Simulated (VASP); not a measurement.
# Pd (Fm-3m) in VASP: notebook

Pd is run at these levels: PBE; tasks: single point.

Program: VASP 6.6.1. These are calculated values, not measurements. Logs are shortened: lines on timing, memory, paths and dates and some standing lists are left out, and cuts for length are marked.

## (1) The cell of the first run

It takes space group Fm-3m (No. 225, cubic). The conventional cell has a = 3.510 Å, b = 3.510 Å, c = 3.510 Å, α = 90.00°, β = 90.00°, γ = 90.00°. Pd (site symmetry m-3m) has 12 Pd at 2.48 Å within 3.3 Å.

## (2) Single point, PBE

INCAR reads:

```
SYSTEM = Pd
PREC = Accurate ; ENCUT = 520
EDIFF = 1E-6 ; ISMEAR = -1
SIGMA = 0.05 ; LREAL = .False.
LASPH = .True. ; NELM = 100
ALGO = Normal ; ISIF = 2
LWAVE = .False. ; LCHARG = .True.
GGA = PE ; LELF = .True.
LVHAR = .True. ; NBANDS = 11
```

KPOINTS reads:

```
regular mesh
0
Gamma
  19 19 19
  0 0 0
```

POSCAR reads:

```
Pd
1.0
    0.0000000000      1.7549027913      1.7549027913
    1.7549027913      0.0000000000      1.7549027913
    1.7549027913      1.7549027913      0.0000000000
Pd
1
Direct
    0.0000000000      0.0000000000      0.0000000000
```

Potentials or basis: VASP PAW PBE potentials, release 64 (Pd).

The run is started by

```bash
cat potpaw_PBE.64/Pd/POTCAR > POTCAR
mpirun -np 1 vasp_std > vasp.out
```

OUTCAR:

```text
SYSTEM = Pd
   PREC = Accurate
   ENCUT = 520
   EDIFF = 1E-6
   ISMEAR = -1
   LREAL = .False.
   LASPH = .True.
   NELM = 100
   ISIF = 2
   GGA = PE

 ion  position               nearest neighbor table
   1  0.000  0.000  0.000-

  LATTYP: Found a face centered cubic cell.
 ALAT       =     3.5098055826

  Lattice vectors:

 A1 = (   0.0000000000,   1.7549027913,   1.7549027913)
 A2 = (   1.7549027913,   0.0000000000,   1.7549027913)
 A3 = (   1.7549027913,   1.7549027913,   0.0000000000)

Analysis of symmetry for initial positions (statically):
=====================================================================
 Subroutine PRICEL returns:
 Original cell was already a primitive cell.

 Routine SETGRP: Setting up the symmetry group for a
 face centered cubic supercell.

 Subroutine GETGRP returns: Found 48 space group operations
 (whereof 48 operations were pure point group operations)
 out of a pool of 48 trial point group operations.

The static configuration has the point symmetry O_h .

Analysis of symmetry for dynamics (positions and initial velocities):
=====================================================================
 Subroutine PRICEL returns:
 Original cell was already a primitive cell.

 Routine SETGRP: Setting up the symmetry group for a
 face centered cubic supercell.

 Subroutine GETGRP returns: Found 48 space group operations
 (whereof 48 operations were pure point group operations)
 out of a pool of 48 trial point group operations.

The dynamic configuration has the point symmetry O_h .

 Subroutine INISYM returns: Found 48 space group operations
 (whereof 48 operations are pure point group operations),
 and found     1 'primitive' translations

----------------------------------------------------------------------------------------

                                     Primitive cell

  volume of cell :      10.8091

  direct lattice vectors                    reciprocal lattice vectors
     0.000000000  1.754902791  1.754902791    -0.284916066  0.284916066  0.284916066
     1.754902791  0.000000000  1.754902791     0.284916066 -0.284916066  0.284916066
     1.754902791  1.754902791  0.000000000     0.284916066  0.284916066 -0.284916066

  length of vectors
     2.481807328  2.481807328  2.481807328     0.493489103  0.493489103  0.493489103

  position of ions in fractional coordinates (direct lattice)
     0.000000000  0.000000000  0.000000000

  ion indices of the primitive-cell ions
   primitive index   ion index
                 1           1

----------------------------------------------------------------------------------------

 KPOINTS: regular mesh

Automatic generation of k-mesh.
 Grid dimensions read from file:
 generate k-points for:   19   19   19

 Generating k-lattice:

  Cartesian coordinates                     Fractional coordinates (reciprocal lattice)
    -0.014995582  0.014995582  0.014995582     0.052631579  0.000000000  0.000000000
     0.014995582 -0.014995582  0.014995582     0.000000000  0.052631579  0.000000000
     0.014995582  0.014995582 -0.014995582     0.000000000  0.000000000  0.052631579

  Length of vectors
     0.025973111  0.025973111  0.025973111

  Shift w.r.t. Gamma in fractional coordinates (k-lattice)
     0.000000000  0.000000000  0.000000000

 Subroutine IBZKPT returns following result:
 ===========================================

 Found    220 irreducible k-points:

 Following reciprocal coordinates:
            Coordinates               Weight
  0.000000  0.000000  0.000000      1.000000
  0.052632  0.000000  0.000000      8.000000
  0.105263  0.000000  0.000000      8.000000
  0.157895  0.000000  0.000000      8.000000
  0.210526  0.000000  0.000000      8.000000
  0.263158  0.000000  0.000000      8.000000
[... 16 lines left out ...]
 -0.315789  0.052632  0.000000     24.000000
 -0.263158  0.052632  0.000000     24.000000
 [... further k-points ...]
   k-points           NKPTS =    220   k-points in BZ     NKDIM =    220   number of bands    NBANDS=     11
   number of dos      NEDOS =    301   number of ions     NIONS =      1
   total plane-waves  NPLWV =   5832
   dimension x,y,z NGX =    18 NGY =   18 NGZ =   18
   dimension x,y,z NGXF=    36 NGYF=   36 NGZF=   36
   ions per type =               1
   NGX,Y,Z   is equivalent  to a cutoff of  12.06, 12.06, 12.06 a.u.
   NGXF,Y,Z  is equivalent  to a cutoff of  24.11, 24.11, 24.11 a.u.
 SYSTEM =  Pd
   PREC   = accura    normal or accurate (medium, high low for compatibility)
   ISTART =      0    job   : 0-new  1-cont  2-samecut
   ICHARG =      2    charge: 1-file 2-atom 10-const
   ISPIN  =      1    spin polarized calculation?
   LNONCOLLINEAR =      F non collinear calculations
   LSORBIT =      F    spin-orbit coupling
   LASPH  =      T    aspherical Exc in radial PAW
   ENCUT  =  520.0 eV  38.22 Ry    6.18 a.u.   4.61  4.61  4.61*2*pi/ulx,y,z
   NELM   =    100;   NELMIN=  2; NELMDL= -5     # of ELM steps
   EDIFF  = 0.1E-05   stopping-criterion for ELM
   LREAL  =      F    real-space projection
[... 7 lines left out ...]
   TEBEG  =    0.0;   TEEND  =   0.0 temperature during run
   PSTRESS=    0.0 pullay stress
   NELECT =      10.0000    total number of electrons
   NUPDOWN=      -1.0000    fix difference up-down
   EMIN   =  10.00;   EMAX   =-10.00  energy-range for DOS
   EFERMI =   0.00;   METHOD = LEGACY
   ISMEAR =    -1;   SIGMA  =   0.05  broadening in eV -4-tet -1-fermi 0-gaus
   EFERMI_NEDOS =   21; number of points for ismear=-14 and -15
   IALGO  =     38    algorithm
   IMIX   =      4    mixing-type and parameters
     AMIX     =   0.40;   BMIX     =  1.00
     AMIX_MAG =   1.60;   BMIX_MAG =  1.00
  volume/ion in A,a.u.               =      10.81        72.94
  Fermi-wavevector in a.u.,A,eV,Ry     =   1.595188  3.014467 34.621705  2.544624
  Thomas-Fermi vector in A             =   2.693145
   LORBIT       =      0    0 simple, 1 ext, 2 COOP (PROOUT), +10 PAW based schemes
   GGA     = PE    functional components
   LHFCALC =     F    Hartree Fock is set to
   AEXX    =    0.0000 exact exchange contribution
   IVDW    =     0    specifies the selected vdW correction
   LEPSILON=     F    determine dielectric tensor
   LRPA    =     F    only Hartree local field effects (RPA)
 non-spin polarized calculation
  energy-cutoff  :      520.00
  volume of cell :       10.81
 maximum number of plane-waves:       303
   NGX =  9   NGY =  9   NGZ =  9

 number of electron      10.0000000 magnetization

 number of electron       9.9999998 magnetization

 Free energy of the ion-electron system (eV)
  ---------------------------------------------------
  ext. energy  EPLUGINS =         0.00000000
  ---------------------------------------------------
  free energy    TOTEN  =        -3.76162232 eV

  energy without entropy =       -3.74766398  energy(sigma->0) =       -3.75464315

 E-fermi :  16.1321     XC(G=0): -15.2172

 val. band max:       16.1314653458   @ k =   0.3684   0.1579   0.0526
 cond. band min:      16.1347869967   @ k =  -0.4737   0.2105   0.0000
 fundamental gap:      0.0033216509
 Fermi energy:        16.1321235671

 k-point     1 :       0.0000    0.0000    0.0000
  band No.  band energies     occupation
      1       6.2619      2.00000
      2      11.4284      2.00000
      3      11.4284      2.00000
      4      11.4284      2.00000
      5      14.0961      2.00000
      6      14.0961      2.00000
      7      32.8045      0.00000
      8      39.4828      0.00000
      9      39.4828      0.00000
     10      39.4828      0.00000
     11      40.9062      0.00000

 k-point     2 :       0.0526    0.0000    0.0000
  band No.  band energies     occupation
      1       6.3974      2.00000
      2      11.3640      2.00000
      3      11.4841      2.00000
      4      11.4841      2.00000
      5      14.0621      2.00000
      6      14.0621      2.00000
      7      33.0214      0.00000
      8      38.7621      0.00000
      9      39.6961      0.00000
     10      39.6961      0.00000
     11      40.9159      0.00000

 k-point     3 :       0.1053    0.0000    0.0000
  band No.  band energies     occupation
      1       6.7840      2.00000
      2      11.2039      2.00000
      3      11.6324      2.00000
      4      11.6324      2.00000
      5      13.9850      2.00000
      6      13.9850      2.00000
      7      33.6199      0.00000
      8      37.2551      0.00000
      9      40.3193      0.00000
     10      40.3193      0.00000
     11      40.9219      0.00000

 k-point     4 :       0.1579    0.0000    0.0000
  band No.  band energies     occupation
      1       7.3467      2.00000
      2      11.0534      2.00000
      3      11.8080      2.00000
      4      11.8080      2.00000
      5      13.9433      2.00000
      6      13.9433      2.00000
      7      34.4202      0.00000
      8      35.6011      0.00000
      9      40.9210      0.00000
     10      41.3042      0.00000
     11      41.3042      0.00000

 k-point     5 :       0.2105    0.0000    0.0000
  band No.  band energies     occupation
      1       7.9052      2.00000
      2      11.1233      2.00000
      3      11.9033      2.00000
      4      11.9033      2.00000
      5      14.0568      2.00000
      6      14.0568      2.00000
      7      33.9545      0.00000
      8      35.1019      0.00000
      9      40.9170      0.00000
     10      42.5666      0.00000
     11      42.5666      0.00000

 k-point     6 :       0.2632    0.0000    0.0000
  band No.  band energies     occupation
      1       8.1973      2.00000
      2      11.6889      2.00000
      3      11.8524      2.00000
      4      11.8524      2.00000
      5      14.3914      2.00000
      6      14.3914      2.00000
      7      32.3869      0.00000
      8      35.1090      0.00000
      9      40.9166      0.00000
     10      43.8917      0.00000
     11      43.8917      0.00000

 k-point     7 :       0.3158    0.0000    0.0000
  band No.  band energies     occupation
      1       8.1827      2.00000
      2      11.7020      2.00000
      3      11.7020      2.00000
      4      12.7718      2.00000
      5      14.8803      2.00000
      6      14.8803      2.00000
      7      30.8016      0.00000
      8      34.3807      0.00000
      9      40.9235      0.00000
     10      43.4072      0.00000
     11      43.4072      0.00000

 k-point     8 :       0.3684    0.0000    0.0000
  band No.  band energies     occupation
      1       8.0397      2.00000
      2      11.5312      2.00000
      3      11.5312      2.00000
      4      14.1217      2.00000
      5      15.4001      2.00000
      6      15.4001      2.00000
      7      29.1640      0.00000
      8      33.4372      0.00000
      9      40.9292      0.00000
     10      41.8621      0.00000
     11      41.8621      0.00000
[... 141 lines left out ...]
 k-point    19 :       0.4737    0.0526    0.0000
  band No.  band energies     occupation
      1       7.9336      2.00000
      2      11.2270      2.00000
      3      11.4392      2.00000
      4      14.8199      2.00000
      5      16.1070      1.24578
      6      17.2929      0.00000
      7      26.8365      0.00000
      8      32.6236      0.00000
      9      39.8469      0.00000
     10      40.0594      0.00000
     11      40.9445      0.00000

 k-point    20 :      -0.4737    0.0526    0.0000
  band No.  band energies     occupation
      1       7.9071      2.00000
      2      11.2137      2.00000
      3      11.3988      2.00000
      4      15.0523      2.00000
      5      16.0647      1.58769
      6      17.6053      0.00000
      7      26.4546      0.00000
      8      32.5058      0.00000
      9      39.5830      0.00000
     10      39.9422      0.00000
     11      40.9403      0.00000

 k-point    21 :      -0.4211    0.0526    0.0000
  band No.  band energies     occupation
      1       7.9646      2.00000
      2      11.2815      2.00000
      3      11.4351      2.00000
      4      14.7724      2.00000
      5      15.7758      1.99839
      6      17.1932      0.00000
      7      27.1994      0.00000
      8      32.7388      0.00000
      9      39.6887      0.00000
     10      40.6495      0.00000
     11      40.9410      0.00000

 k-point    22 :      -0.3684    0.0526    0.0000
  band No.  band energies     occupation
      1       8.0929      2.00000
      2      11.4180      2.00000
      3      11.5441      2.00000
      4      13.9712      2.00000
      5      15.2986      2.00000
      6      16.4661      0.00251
      7      28.6609      0.00000
      8      33.3206      0.00000
      9      40.3223      0.00000
     10      40.9515      0.00000
     11      41.9109      0.00000

 k-point    23 :      -0.3158    0.0526    0.0000
  band No.  band energies     occupation
      1       8.2498      2.00000
      2      11.5932      2.00000
      3      11.7071      2.00000
      4      12.8620      2.00000
      5      14.7273      2.00000
      6      15.7472      1.99909
      7      30.3379      0.00000
      8      34.1897      0.00000
      9      40.8897      0.00000
     10      41.3993      0.00000
     11      43.6067      0.00000

 k-point    24 :      -0.2632    0.0526    0.0000
  band No.  band energies     occupation
      1       8.3345      2.00000
      2      11.6321      2.00000
      3      11.8814      2.00000
      4      11.9358      2.00000
      5      14.1747      2.00000
      6      15.1039      2.00000
      7      31.9687      0.00000
      8      35.0485      0.00000
      9      40.9068      0.00000
     10      42.3169      0.00000
     11      43.8287      0.00000

 [... further k-points ...]
[... 5 lines left out ...]
  --------------------------------------------------------------------------------------
  -------------------------------------------------------------------------------------
  Total       10.0934340     10.0934340     10.0934340     -0.0000000     -0.0000000      0.0000000
  in kB     1496.0990322   1496.0990322   1496.0990322     -0.0000000     -0.0000000      0.0000000
  external PRESSURE =    1496.0990322 kB  Pullay stress =       0.0000000 kB

 VOLUME and BASIS-vectors are now :
 -----------------------------------------------------------------------------
  energy-cutoff  :      520.00
  volume of cell :       10.81
      direct lattice vectors                 reciprocal lattice vectors
     0.000000000  1.754902791  1.754902791    -0.284916066  0.284916066  0.284916066
     1.754902791  0.000000000  1.754902791     0.284916066 -0.284916066  0.284916066
     1.754902791  1.754902791  0.000000000     0.284916066  0.284916066 -0.284916066

 POSITION                                       TOTAL-FORCE (eV/Angst)
 -----------------------------------------------------------------------------------
      0.00000      0.00000      0.00000         0.000000     -0.000000      0.000000
 -----------------------------------------------------------------------------------
    total drift:                                0.000000     -0.000000      0.000000

  FREE ENERGIE OF THE ION-ELECTRON SYSTEM (eV)
  ---------------------------------------------------
  free  energy   TOTEN  =        -3.7616223234 eV

  energy  without entropy=       -3.7476639805  energy(sigma->0) =       -3.75464315
```

Wall time 13 s (1 thread of AMD EPYC 9R45 (Zen 5), shared host); peak memory 0.11 GiB.

Results:

* Free energy: -3.7616 eV
* Pressure: 149.6 GPa
* Band gap on the k mesh: zero (band 5 reaches 16.62 eV, above the bottom of band 6 at 13.94 eV)

(Continued in part 2 of 2.)
